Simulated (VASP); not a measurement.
Hf: single point with PBE

Crystal: Hf.

```
Hf
1.0
     0.00000    1.71932    1.71932
     1.71932    0.00000    1.71932
     1.71932    1.71932    0.00000
Hf
1
Direct
  0.00000 0.00000 0.00000
```

This cell differs from its parent crystal: volume scaled by 0.45.

```json
{"Program": "VASP 6.6.1", "Task": "single point", "Functional": "PBE", "Potentials or basis": "VASP PAW PBE potentials, release 64 (Hf_pv)", "Cutoff": "520 eV", "k mesh": "16 × 16 × 16", "Occupations": "fermi-dirac, width 0.1 eV", "Spin": "no spin polarisation", "Dipole correction": "no", "Further INCAR settings": "ALGO = Normal; EDIFF = 1e-06; NBANDS = 11"}
```

| Item | Value |
| --- | --- |
| Pressure | 327.9 GPa |
| Band gap on the k mesh | zero (band 5 reaches 13.27 eV, above the bottom of band 6 at 11.08 eV) |

Levels at points of the mesh, in eV from the Fermi level:
```
           k point  band 1  band 2  band 3  band 4  band 5  band 6  band 7  band 8  band 9  band 10
(0.00, 0.00, 0.00)  -27.17  -27.17  -27.17   -7.89    0.68    0.68    0.68    7.74    7.74    14.16
(0.50, 0.00, 0.00)  -34.54  -28.07  -28.07   -6.77   -0.07   -0.07    7.13   13.51   13.51    14.52
(0.50, 0.50, 0.00)  -33.94  -29.80  -29.80   -8.77   -7.31   12.67   13.70   14.51   15.47    15.47
```

Run time: 7.3 s on 1 thread of Intel(R) Xeon(R) Platinum 8559C (Emerald Rapids), with other jobs on the host, peak memory 0.13 GiB.

Caveat: spin-orbit coupling is left out, which moves the levels of the heavy elements.
